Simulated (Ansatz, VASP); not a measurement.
NiGe: VASP beside Ansatz

```
CELL_PARAMETERS angstrom
5.38100 0.00000 0.00000
0.00000 3.42800 0.00000
0.00000 0.00000 5.81100
ATOMIC_POSITIONS crystal
Ni 0.99500 0.75000 0.19000
Ni 0.00500 0.25000 0.81000
Ni 0.50500 0.25000 0.69000
Ni 0.49500 0.75000 0.31000
Ge 0.81200 0.75000 0.58300
Ge 0.18800 0.25000 0.41700
Ge 0.68800 0.25000 0.08300
Ge 0.31200 0.75000 0.91700
```

Alike in both runs: task single point; functional PBEsol; k mesh 4 × 6 × 4; occupations gaussian, width 0.1 eV; no spin polarisation.

|  | VASP | Ansatz |
| --- | --- | --- |
| version | VASP 6.6.1 | Ansatz 0.2.0 |
| potentials or method | VASP PAW PBE potentials, release 64 (Ni, Ge_d), cutoff 520 eV | scalar-relativistic, plane waves, PAW |
| valence electrons in the cell | 96 | 128 |

|  | VASP | Ansatz | Ansatz less VASP |
| --- | --- | --- | --- |
| gap on the k mesh at the Fermi level (eV) | none | none | - |
| pressure (GPa) | -3.1 | -3.3 | -0.22 |
| traceless stress, the component that is largest in VASP (GPa) | -0.99 | -0.87 | +0.125 |
| rms of the force components (eV/Å) | 0.064 | 0.062 | -0.0020 |

VASP's potentials were made for PBE, not for PBEsol. Atom by atom the forces differ by 0.003 eV/Å (rms over components). A gap of «none» marks a metal or a gap that the smearing closes. VASP's potentials hold 96 valence electrons a cell and Ansatz's 128, so a difference there can come from the potentials and not from the codes.
